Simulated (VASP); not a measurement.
# Ga (Pm-3m) in VASP: a series of runs

The runs below take Ga through single point, with PBEsol.

Program: VASP 6.6.1. These are calculated values, not measurements. Logs are shortened: lines on timing, memory, paths and dates and some standing lists are left out, and cuts for length are marked.

**1. The cell of the first run**

The structure is cubic, space group Pm-3m (No. 221). The conventional cell has a = 2.550 Å, b = 2.550 Å, c = 2.550 Å, α = 90.00°, β = 90.00°, γ = 90.00°. Ga (site symmetry m-3m) has 6 Ga at 2.55 Å within 3.4 Å.

**2. Single point, PBEsol**

INCAR

```
PREC = Accurate ; ENCUT = 520
EDIFF = 1E-7 ; ISMEAR = -1
SIGMA = 0.1 ; LREAL = F
LASPH = T ; NELM = 80
ALGO = Normal ; ISIF = 2
LWAVE = F ; LCHARG = T
GGA = PS ; LELF = T
LVHAR = T ; NBANDS = 12
```

KPOINTS

```
Automatic mesh
0
Gamma
  15 15 15
  0.5 0.5 0.5
```

POSCAR

```
Ga
1.0
    2.5495797431      0.0000000000      0.0000000000
    0.0000000000      2.5495797431      0.0000000000
    0.0000000000      0.0000000000      2.5495797431
Ga
1
Direct
    0.0000000000      0.0000000000      0.0000000000
```

Potentials or basis: VASP PAW PBE potentials, release 64 (Ga_d).

Run with:

```sh
$ cat potpaw_PBE.64/Ga_d/POTCAR > POTCAR
$ mpirun -np 1 vasp_std > vasp.out
```

OUTCAR:

```text
PREC = Accurate
   ENCUT = 520
   EDIFF = 1E-7
   ISMEAR = -1
   LREAL = F
   LASPH = T
   NELM = 80
   ISIF = 2
   GGA = PS

 ion  position               nearest neighbor table
   1  0.000  0.000  0.000-

  LATTYP: Found a simple cubic cell.
 ALAT       =     2.5495797431

  Lattice vectors:

 A1 = (   2.5495797431,   0.0000000000,   0.0000000000)
 A2 = (   0.0000000000,   2.5495797431,   0.0000000000)
 A3 = (   0.0000000000,   0.0000000000,   2.5495797431)

Analysis of symmetry for initial positions (statically):
=====================================================================
 Subroutine PRICEL returns:
 Original cell was already a primitive cell.

 Routine SETGRP: Setting up the symmetry group for a
 simple cubic supercell.

 Subroutine GETGRP returns: Found 48 space group operations
 (whereof 48 operations were pure point group operations)
 out of a pool of 48 trial point group operations.

The static configuration has the point symmetry O_h .

Analysis of symmetry for dynamics (positions and initial velocities):
=====================================================================
 Subroutine PRICEL returns:
 Original cell was already a primitive cell.

 Routine SETGRP: Setting up the symmetry group for a
 simple cubic supercell.

 Subroutine GETGRP returns: Found 48 space group operations
 (whereof 48 operations were pure point group operations)
 out of a pool of 48 trial point group operations.

The dynamic configuration has the point symmetry O_h .

 Subroutine INISYM returns: Found 48 space group operations
 (whereof 48 operations are pure point group operations),
 and found     1 'primitive' translations

----------------------------------------------------------------------------------------

                                     Primitive cell

  volume of cell :      16.5732

  direct lattice vectors                    reciprocal lattice vectors
     2.549579743  0.000000000  0.000000000     0.392221503  0.000000000  0.000000000
     0.000000000  2.549579743  0.000000000     0.000000000  0.392221503  0.000000000
     0.000000000  0.000000000  2.549579743     0.000000000  0.000000000  0.392221503

  length of vectors
     2.549579743  2.549579743  2.549579743     0.392221503  0.392221503  0.392221503

  position of ions in fractional coordinates (direct lattice)
     0.000000000  0.000000000  0.000000000

  ion indices of the primitive-cell ions
   primitive index   ion index
                 1           1

----------------------------------------------------------------------------------------

 KPOINTS: Automatic mesh

Automatic generation of k-mesh.
 Grid dimensions read from file:
 generate k-points for:   15   15   15

 Generating k-lattice:

  Cartesian coordinates                     Fractional coordinates (reciprocal lattice)
     0.026148100  0.000000000  0.000000000     0.066666667  0.000000000  0.000000000
     0.000000000  0.026148100  0.000000000     0.000000000  0.066666667  0.000000000
     0.000000000  0.000000000  0.026148100     0.000000000  0.000000000  0.066666667

  Length of vectors
     0.026148100  0.026148100  0.026148100

  Shift w.r.t. Gamma in fractional coordinates (k-lattice)
     0.500000000  0.500000000  0.500000000

 Subroutine IBZKPT returns following result:
 ===========================================

 Found    120 irreducible k-points:

 Following reciprocal coordinates:
            Coordinates               Weight
  0.033333  0.033333  0.033333      8.000000
  0.100000  0.033333  0.033333     24.000000
  0.166667  0.033333  0.033333     24.000000
  0.233333  0.033333  0.033333     24.000000
  0.300000  0.033333  0.033333     24.000000
  0.366667  0.033333  0.033333     24.000000
[... 16 lines left out ...]
  0.300000  0.233333  0.033333     48.000000
  0.366667  0.233333  0.033333     48.000000
 [... further k-points ...]
   k-points           NKPTS =    120   k-points in BZ     NKDIM =    120   number of bands    NBANDS=     12
   number of dos      NEDOS =    301   number of ions     NIONS =      1
   total plane-waves  NPLWV =   8000
   dimension x,y,z NGX =    20 NGY =   20 NGZ =   20
   dimension x,y,z NGXF=    40 NGYF=   40 NGZF=   40
   ions per type =               1
   NGX,Y,Z   is equivalent  to a cutoff of  13.04, 13.04, 13.04 a.u.
   NGXF,Y,Z  is equivalent  to a cutoff of  26.08, 26.08, 26.08 a.u.
 SYSTEM =  unknown system
   PREC   = accura    normal or accurate (medium, high low for compatibility)
   ISTART =      0    job   : 0-new  1-cont  2-samecut
   ICHARG =      2    charge: 1-file 2-atom 10-const
   ISPIN  =      1    spin polarized calculation?
   LNONCOLLINEAR =      F non collinear calculations
   LSORBIT =      F    spin-orbit coupling
   LASPH  =      T    aspherical Exc in radial PAW
   ENCUT  =  520.0 eV  38.22 Ry    6.18 a.u.   4.74  4.74  4.74*2*pi/ulx,y,z
   NELM   =     80;   NELMIN=  2; NELMDL= -5     # of ELM steps
   EDIFF  = 0.1E-06   stopping-criterion for ELM
   LREAL  =      F    real-space projection
   EDIFFG = 0.1E-05   stopping-criterion for IOM
   NSW    =      0    number of steps for IOM
   IBRION =     -1    ionic relax: 0-MD 1-quasi-New 2-CG
   NFREE  =      0    steps in history (QN), initial steepest desc. (CG)
   ISIF   =      2    stress and relaxation
   ISYM   =      2    0-nonsym 1-usesym 2-fastsym
   POTIM  = 0.5000    time-step for ionic-motion
   TEBEG  =    0.0;   TEEND  =   0.0 temperature during run
   PSTRESS=    0.0 pullay stress
   NELECT =      13.0000    total number of electrons
   NUPDOWN=      -1.0000    fix difference up-down
   EMIN   =  10.00;   EMAX   =-10.00  energy-range for DOS
   EFERMI =   0.00;   METHOD = LEGACY
   ISMEAR =    -1;   SIGMA  =   0.10  broadening in eV -4-tet -1-fermi 0-gaus
   EFERMI_NEDOS =   21; number of points for ismear=-14 and -15
   IALGO  =     38    algorithm
   IMIX   =      4    mixing-type and parameters
     AMIX     =   0.40;   BMIX     =  1.00
     AMIX_MAG =   1.60;   BMIX_MAG =  1.00
  volume/ion in A,a.u.               =      16.57       111.84
  Fermi-wavevector in a.u.,A,eV,Ry     =   1.509804  2.853117 31.014607  2.279509
  Thomas-Fermi vector in A             =   2.620078
   LORBIT       =      0    0 simple, 1 ext, 2 COOP (PROOUT), +10 PAW based schemes
   GGA     = PS    functional components
   LHFCALC =     F    Hartree Fock is set to
   AEXX    =    0.0000 exact exchange contribution
   IVDW    =     0    specifies the selected vdW correction
   LEPSILON=     F    determine dielectric tensor
   LRPA    =     F    only Hartree local field effects (RPA)
 non-spin polarized calculation
  energy-cutoff  :      520.00
  volume of cell :       16.57
 maximum number of plane-waves:       458
 NGX is ok and might be reduce to    20
   NGX =  9   NGY =  9   NGZ =  9

 number of electron      13.0000014 magnetization

 Free energy of the ion-electron system (eV)
  ---------------------------------------------------
  ext. energy  EPLUGINS =         0.00000000
  ---------------------------------------------------
  free energy    TOTEN  =        -3.21199458 eV

  energy without entropy =       -3.19878733  energy(sigma->0) =       -3.20539096

 E-fermi :   6.3609     XC(G=0): -11.7461

 val. band max:        6.3409898174   @ k =   0.4333   0.4333   0.1667
 cond. band min:       6.4129985569   @ k =   0.3667   0.3000   0.1000
 fundamental gap:      0.0720087394
 Fermi energy:         6.3608917635

 k-point     1 :       0.0333    0.0333    0.0333
  band No.  band energies     occupation
      1      -9.0285      2.00000
      2      -9.0285      2.00000
      3      -8.2387      2.00000
      4      -8.2380      2.00000
      5      -8.2380      2.00000
      6      -5.5418      2.00000
      7      16.0508      0.00000
      8      16.0508      0.00000
      9      16.4045      0.00000
     10      20.3116      0.00000
     11      20.3116      0.00000
     12      23.4276      0.00000

 k-point     2 :       0.1000    0.0333    0.0333
  band No.  band energies     occupation
      1      -9.0228      2.00000
      2      -8.9853      2.00000
      3      -8.2582      2.00000
      4      -8.2573      2.00000
      5      -8.2365      2.00000
      6      -5.3326      2.00000
      7      13.7649      0.00000
      8      16.2686      0.00000
      9      16.5595      0.00000
     10      20.4878      0.00000
     11      21.8502      0.00000
     12      24.7161      0.00000

 k-point     3 :       0.1667    0.0333    0.0333
  band No.  band energies     occupation
      1      -9.0123      2.00000
      2      -8.9094      2.00000
      3      -8.2940      2.00000
      4      -8.2926      2.00000
      5      -8.2335      2.00000
      6      -4.9093      2.00000
      7      11.2198      0.00000
      8      16.6974      0.00000
      9      16.9938      0.00000
     10      20.8403      0.00000
     11      22.5736      0.00000
     12      27.4481      0.00000
[... 286 lines left out ...]
 k-point    23 :       0.3000    0.2333    0.0333
  band No.  band energies     occupation
      1      -8.8671      2.00000
      2      -8.5503      2.00000
      3      -8.5407      2.00000
      4      -8.3719      2.00000
      5      -8.3201      2.00000
      6      -2.1595      2.00000
      7       7.5593      0.00001
      8      11.0459      0.00000
      9      19.5212      0.00000
     10      20.6482      0.00000
     11      24.1017      0.00000
     12      29.7902      0.00000

 k-point    24 :       0.3667    0.2333    0.0333
  band No.  band energies     occupation
      1      -8.8491      2.00000
      2      -8.6051      2.00000
      3      -8.4521      2.00000
      4      -8.4104      2.00000
      5      -8.3155      2.00000
      6      -1.1052      2.00000
      7       5.5441      1.99943
      8      11.9202      0.00000
      9      18.6188      0.00000
     10      20.6404      0.00000
     11      24.7838      0.00000
     12      28.1784      0.00000

 [... further k-points ...]
[... 5 lines left out ...]
  --------------------------------------------------------------------------------------
  -------------------------------------------------------------------------------------
  Total        1.0491751      1.0491751      1.0491751     -0.0000000     -0.0000000     -0.0000000
  in kB      101.4268108    101.4268108    101.4268108     -0.0000000     -0.0000000     -0.0000000
  external PRESSURE =     101.4268108 kB  Pullay stress =       0.0000000 kB

 VOLUME and BASIS-vectors are now :
 -----------------------------------------------------------------------------
  energy-cutoff  :      520.00
  volume of cell :       16.57
      direct lattice vectors                 reciprocal lattice vectors
     2.549579743  0.000000000  0.000000000     0.392221503  0.000000000  0.000000000
     0.000000000  2.549579743  0.000000000     0.000000000  0.392221503  0.000000000
     0.000000000  0.000000000  2.549579743     0.000000000  0.000000000  0.392221503

 POSITION                                       TOTAL-FORCE (eV/Angst)
 -----------------------------------------------------------------------------------
      0.00000      0.00000      0.00000         0.000000      0.000000      0.000000
 -----------------------------------------------------------------------------------
    total drift:                                0.000000      0.000000      0.000000

  FREE ENERGIE OF THE ION-ELECTRON SYSTEM (eV)
  ---------------------------------------------------
  free  energy   TOTEN  =        -3.2119945832 eV

  energy  without entropy=       -3.1987873348  energy(sigma->0) =       -3.20539096
```

Wall time 6.9 s (1 thread of Intel Xeon 6975P-C (Granite Rapids), shared host); peak memory 0.13 GiB.

What came out:

```yaml
Free_energy: -3.2120 eV
Pressure: 10.1 GPa
```

Caveat: the PAW data sets were made with another functional, which shifts forces and pressure a little.

**3. Single point, PBEsol**

This run uses another cell than the first one, of 18.83 Å³/atom, 1.136 times its volume.

INCAR

```
SYSTEM = Ga
PREC     = Accurate       ! precision mode
ENCUT    = 520            ! plane-wave cutoff, eV
EDIFF    = 1E-6           ! SCF threshold, eV
ISMEAR   = -1             ! smearing method
SIGMA    = 0.1            ! smearing width, eV
LREAL    = .False.        ! projectors in reciprocal space
LASPH    = .True.         ! aspherical terms in the spheres
NELM     = 100            ! most SCF steps
ALGO     = Normal         ! electronic algorithm
ISIF     = 2              ! what is computed and relaxed
LWAVE    = .False.        ! write WAVECAR
LCHARG   = .False.        ! write CHGCAR
GGA      = PS             ! functional
NBANDS   = 12             ! bands
```

KPOINTS

```
regular mesh
0
Gamma
  15 15 15
  0 0 0
```

POSCAR

```
Ga
1.0
    2.6605680771      0.0000000000      0.0000000000
    0.0000000000      2.6605680771      0.0000000000
    0.0000000000      0.0000000000      2.6605680771
Ga
1
Direct
    0.0000000000      0.0000000000      0.0000000000
```

Potentials or basis: VASP PAW PBE potentials, release 64 (Ga_d).

Run with:

```sh
$ cat potpaw_PBE.64/Ga_d/POTCAR > POTCAR
$ mpirun -np 1 vasp_std > vasp.out
```

It took 7.7 s on 1 thread of Intel Xeon 6975P-C (Granite Rapids), shared host; peak memory 0.13 GiB.

The run converged. Its results:

* Free energy: -3.2723 eV
* Pressure: 0.0 GPa

Levels at points of the mesh, in eV from the Fermi level:
| k point | band 2 | band 3 | band 4 | band 5 | band 6 | band 7 | band 8 | band 9 | band 10 | band 11 |
| --- | --- | --- | --- | --- | --- | --- | --- | --- | --- | --- |
| (0.00, 0.00, 0.00) | -15.10 | -14.50 | -14.50 | -14.50 | -10.96 | 9.42 | 9.42 | 9.42 | 12.35 | 12.35 |

Caveat: the PAW data sets were made with another functional, which shifts forces and pressure a little.

**4. Single point, PBEsol**

This run uses another cell than the first one, of 18.83 Å³/atom, 1.136 times its volume.

INCAR

```
PREC     = Accurate       # precision mode
ENCUT    = 520            # plane-wave cutoff, eV
EDIFF    = 1E-6           # SCF threshold, eV
ISMEAR   = -1             # smearing method
SIGMA    = 0.1            # smearing width, eV
LREAL    = False          # projectors in reciprocal space
LASPH    = True           # aspherical terms in the spheres
NELM     = 100            # most SCF steps
ALGO     = Normal         # electronic algorithm
ISIF     = 2              # what is computed and relaxed
LWAVE    = False          # write WAVECAR
LCHARG   = False          # write CHGCAR
GGA      = PS             # functional
NBANDS   = 12             # bands
```

KPOINTS

```
regular mesh
0
Gamma
  15 15 15
```

POSCAR is that of step 3.

Potentials or basis: VASP PAW PBE potentials, release 64 (Ga_d).

Run with:

```sh
$ cat potpaw_PBE.64/Ga_d/POTCAR > POTCAR
$ mpirun -np 1 vasp_std > vasp.out
```

OUTCAR:

```text
PREC = Accurate
   ENCUT = 520
   EDIFF = 1E-6
   ISMEAR = -1
   LREAL = False
   LASPH = True
   NELM = 100
   ISIF = 2
   GGA = PS

 ion  position               nearest neighbor table
   1  0.000  0.000  0.000-

  LATTYP: Found a simple cubic cell.
 ALAT       =     2.6605680771

  Lattice vectors:

 A1 = (   2.6605680771,   0.0000000000,   0.0000000000)
 A2 = (   0.0000000000,   2.6605680771,   0.0000000000)
 A3 = (   0.0000000000,   0.0000000000,   2.6605680771)

Analysis of symmetry for initial positions (statically):
=====================================================================
 Subroutine PRICEL returns:
 Original cell was already a primitive cell.

 Routine SETGRP: Setting up the symmetry group for a
 simple cubic supercell.

 Subroutine GETGRP returns: Found 48 space group operations
 (whereof 48 operations were pure point group operations)
 out of a pool of 48 trial point group operations.

The static configuration has the point symmetry O_h .

Analysis of symmetry for dynamics (positions and initial velocities):
[... 158 lines left out ...]

 val. band max:        5.0465614022   @ k =   0.4667   0.4000   0.4000
 cond. band min:       5.1146983469   @ k =   0.4667   0.4667   0.0667
 fundamental gap:      0.0681369447
 Fermi energy:         5.0983574123

 k-point     1 :       0.0000    0.0000    0.0000
  band No.  band energies     occupation
      1     -10.0004      2.00000
      2     -10.0004      2.00000
      3      -9.3997      2.00000
      4      -9.3997      2.00000
      5      -9.3997      2.00000
      6      -5.8621      2.00000
      7      14.5142      0.00000
      8      14.5142      0.00000
      9      14.5142      0.00000
     10      17.4452      0.00000
     11      17.4452      0.00000
     12      20.1897      0.00000
[... 331 lines left out ...]
 k-point    24 :       0.3333    0.2000    0.0000
  band No.  band energies     occupation
      1      -9.8829      2.00000
      2      -9.6205      2.00000
      3      -9.6204      2.00000
      4      -9.5166      2.00000
      5      -9.4439      2.00000
      6      -2.6250      2.00000
      7       5.0274      1.34080
      8      10.7611      0.00000
      9      17.6850      0.00000
     10      18.3709      0.00000
     11      21.2337      0.00000
     12      26.8783      0.00000

 [... further k-points ...]
[... 5 lines left out ...]
  --------------------------------------------------------------------------------------
  -------------------------------------------------------------------------------------
  Total        0.0055512      0.0055512      0.0055512      0.0000000      0.0000000     -0.0000000
  in kB        0.4722538      0.4722538      0.4722538      0.0000000      0.0000000     -0.0000000
  external PRESSURE =       0.4722538 kB  Pullay stress =       0.0000000 kB

 VOLUME and BASIS-vectors are now :
 -----------------------------------------------------------------------------
  energy-cutoff  :      520.00
  volume of cell :       18.83
      direct lattice vectors                 reciprocal lattice vectors
     2.660568077  0.000000000  0.000000000     0.375859580  0.000000000  0.000000000
     0.000000000  2.660568077  0.000000000     0.000000000  0.375859580  0.000000000
     0.000000000  0.000000000  2.660568077     0.000000000  0.000000000  0.375859580

 POSITION                                       TOTAL-FORCE (eV/Angst)
 -----------------------------------------------------------------------------------
      0.00000      0.00000      0.00000         0.000000      0.000000      0.000000
 -----------------------------------------------------------------------------------
    total drift:                                0.000000      0.000000      0.000000

  FREE ENERGIE OF THE ION-ELECTRON SYSTEM (eV)
  ---------------------------------------------------
  free  energy   TOTEN  =        -3.2723001831 eV

  energy  without entropy=       -3.2571179684  energy(sigma->0) =       -3.26470908
```

stdout:

```text
POSCAR found type information on POSCAR Ga
 POSCAR found :  1 types and       1 ions
 scaLAPACK will be used
 -----------------------------------------------------------------------------
|                                                                             |
|                                                                             |
|     You enforced a specific xc type in the INCAR file but a different       |
|     I HOPE YOU KNOW WHAT YOU ARE DOING!                                     |
|                                                                             |
 -----------------------------------------------------------------------------

 LDA part: xc-table for (Slater+PW92), standard interpolation
 POSCAR, INCAR and KPOINTS ok, starting setup
 FFT: planning ... GRIDC
 FFT: planning ... GRID_SOFT
 FFT: planning ... GRID
 WAVECAR not read
 entering main loop
```

It took 7.4 s on 1 thread of Intel Xeon 6975P-C (Granite Rapids), shared host; peak memory 0.13 GiB.

Results:

```yaml
Free_energy: -3.2723 eV
Pressure: 0.0 GPa
```

Caveat: the PAW data sets were made with another functional, which shifts forces and pressure a little.
